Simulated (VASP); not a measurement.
# Mg2BeS3 (Pmm2) in VASP: a series of runs, part 2 of 2

VASP 6.6.1.

### 4 Single point, PBE

This run uses another cell than the first one, of 25.51 Å³/atom.

The input, INCAR:

```
PREC = Accurate
ENCUT = 600
EDIFF = 1E-6
ISMEAR = 0
SIGMA = 0.02
LREAL = F
LASPH = T
NELM = 120
ALGO = Normal
ISIF = 2
LWAVE = F
LCHARG = F
GGA = PE
NBANDS = 21
GGA_COMPAT = F
```

The input, KPOINTS:

```
regular mesh
0
Gamma
  10 10 4
```

The input, POSCAR:

```
Mg2BeS3
1.0
    3.5344338865      0.0000000000      0.0000000000
    0.0000000000      3.5479326221      0.0000000000
    0.0000000000      0.0000000000     12.2077719745
Mg Be S
2 1 3
Direct
    0.5000000000      0.0000000000      0.0953739860
    0.0000000000      0.0000000000      0.5169878958
    0.5000000000      0.5000000000      0.6265857208
    0.0000000000      0.5000000000      0.1009553350
    0.0000000000      0.5000000000      0.7012336150
    0.5000000000      0.5000000000      0.4588634775
```

Potentials or basis: VASP PAW PBE potentials, release 64 (Mg, Be, S).

Run with:

```bash
> cat potpaw_PBE.64/Mg/POTCAR potpaw_PBE.64/Be/POTCAR potpaw_PBE.64/S/POTCAR > POTCAR
> mpirun -np 1 vasp_std > vasp.out
```

OUTCAR:

```text
PREC = Accurate
   ENCUT = 600
   EDIFF = 1E-6
   ISMEAR = 0
   LREAL = F
   LASPH = T
   NELM = 120
   ISIF = 2
   GGA = PE

 ion  position               nearest neighbor table
   1  0.500  0.000  0.095-   4 2.50   4 2.50   4 2.50   4 2.50
   2  0.000  0.000  0.517-   6 2.60   6 2.60   6 2.60   6 2.60   3 2.84   3 2.84   3 2.84   3 2.84
                             5 2.86   5 2.86
   3  0.500  0.500  0.627-   5 1.99   5 1.99   6 2.05   2 2.84   2 2.84   2 2.84   2 2.84
   4  0.000  0.500  0.101-   1 2.50   1 2.50   1 2.50   1 2.50
   5  0.000  0.500  0.701-   3 1.99   3 1.99   2 2.86   2 2.86
   6  0.500  0.500  0.459-   3 2.05   2 2.60   2 2.60   2 2.60   2 2.60

[... 784 lines left out ...]
  Total       -0.1415275     -0.1525906     -0.0337112      0.0000000      0.0000000      0.0000000
  in kB       -1.4812210     -1.5970070     -0.3528202      0.0000000      0.0000000      0.0000000
  external PRESSURE =      -1.1436828 kB  Pullay stress =       0.0000000 kB

 VOLUME and BASIS-vectors are now :
 -----------------------------------------------------------------------------
  energy-cutoff  :      600.00
  volume of cell :      153.08
      direct lattice vectors                 reciprocal lattice vectors
     3.534433887  0.000000000  0.000000000     0.282930741  0.000000000  0.000000000
     0.000000000  3.547932622  0.000000000     0.000000000  0.281854281  0.000000000
     0.000000000  0.000000000 12.207771974     0.000000000  0.000000000  0.081915029

 POSITION                                       TOTAL-FORCE (eV/Angst)
 -----------------------------------------------------------------------------------
      1.76722      0.00000      1.16430         0.000000      0.000000      0.001316
      0.00000      0.00000      6.31127         0.000000      0.000000      0.017000
      1.76722      1.77397      7.64922         0.000000      0.000000     -0.003504
      0.00000      1.77397      1.23244         0.000000      0.000000     -0.001389
      0.00000      1.77397      8.56050         0.000000      0.000000     -0.007904
      1.76722      1.77397      5.60170         0.000000      0.000000     -0.005520
 -----------------------------------------------------------------------------------
    total drift:                               -0.000000      0.000000      0.000238

  FREE ENERGIE OF THE ION-ELECTRON SYSTEM (eV)
  ---------------------------------------------------
  free  energy   TOTEN  =       -24.8204853439 eV

  energy  without entropy=      -24.8204853439  energy(sigma->0) =      -24.82048534
```

stdout:

```text
POSCAR found type information on POSCAR MgBeS
 POSCAR found :  3 types and       6 ions
 scaLAPACK will be used
 LDA part: xc-table for (Slater+PW92), standard interpolation
 POSCAR, INCAR and KPOINTS ok, starting setup
 FFT: planning ... GRIDC
 FFT: planning ... GRID_SOFT
 FFT: planning ... GRID
 WAVECAR not read
 entering main loop
```

Run time: 14 min. Hardware: 1 thread of Intel Xeon 8259CL, shared host; peak memory 0.51 GiB.

What came out:

```yaml
Free_energy: -24.8205 eV
Pressure: -0.1 GPa
Largest_force: 0.017 eV/Å
Band_gap_on_the_k_mesh: 0.45 eV
```

Forces in eV/Å, atoms in the order of the input:
```
Mg   0.000  0.000  0.001
Mg   0.000  0.000  0.017
Be   0.000  0.000 -0.004
S    0.000  0.000 -0.001
S    0.000  0.000 -0.008
S    0.000  0.000 -0.006
```

Stress tensor (GPa, compression positive):
```
-0.15  0.00  0.00
 0.00 -0.16  0.00
 0.00  0.00 -0.04
```

Levels at points of the mesh, in eV from the valence-band top:
| k point | band 9 | band 10 | band 11 | band 12 | band 13 | band 14 | band 15 | band 16 |
| --- | --- | --- | --- | --- | --- | --- | --- | --- |
| (0.00, 0.00, 0.00) | -1.47 | -0.98 | -0.49 | -0.44 | 1.85 | 2.96 | 3.12 | 4.95 |
| (0.50, 0.00, 0.00) | -1.75 | -0.73 | -0.42 | -0.11 | 3.45 | 4.25 | 4.33 | 4.55 |
| (0.00, 0.50, 0.00) | -1.39 | -1.23 | -0.68 | -0.07 | 1.97 | 3.89 | 4.58 | 5.52 |
| (0.50, 0.50, 0.00) | -3.05 | -2.93 | -1.87 | -0.01 | 0.45 | 1.48 | 2.49 | 5.75 |
| (0.00, 0.00, 0.50) | -1.60 | -0.98 | -0.49 | -0.44 | 1.94 | 2.92 | 3.12 | 4.90 |
| (0.50, 0.00, 0.50) | -1.75 | -0.72 | -0.42 | -0.11 | 3.61 | 4.08 | 4.21 | 4.55 |
| (0.00, 0.50, 0.50) | -1.35 | -1.23 | -0.73 | -0.07 | 1.93 | 4.07 | 4.59 | 5.55 |
| (0.50, 0.50, 0.50) | -3.06 | -2.94 | -1.87 | 0.00 | 0.45 | 1.48 | 2.50 | 5.63 |

Caveat: semilocal functionals underestimate gaps, and a narrow one can read as zero.

### 5 The runs side by side

| task | cell | k mesh | smearing | gap on the mesh (eV) | pressure (GPa) | relaxed volume (Å³/atom) | largest force (eV/Å) |
| --- | --- | --- | --- | --- | --- | --- | --- |
| relaxation of cell and atoms | relaxed from a = 3.526, b = 4.392, c = 7.626 Å, 6 atoms, atomic positions A | 6 × 4 × 2 | gaussian 0.1 eV | 0.40 | 0.0 | 23.66 | 0.04 |
| relaxation of cell and atoms | relaxed from a = 3.542, b = 3.545, c = 11.673 Å, 6 atoms, atomic positions B | 6 × 6 × 2 | gaussian 0.1 eV | 0.45 | 0.1 | 24.38 | 0.02 |
| single point | a = 3.534, b = 3.548, c = 12.208 Å, 6 atoms, atomic positions C | 10 × 10 × 4 | gaussian 0.02 eV | 0.45 | -0.1 | - | 0.02 |

Alike in all rows: level PBE; potentials or basis VASP PAW PBE potentials, release 64 (Mg, Be, S); no spin polarisation; cutoff (eV) 600.

Caveats: semilocal functionals underestimate gaps, and a narrow one can read as zero; the volume moved by over 15 % at a fixed basis, so the end points are rough (at least some runs).

Total energies depend on the potentials used, so only differences within one code and one set of settings carry meaning.
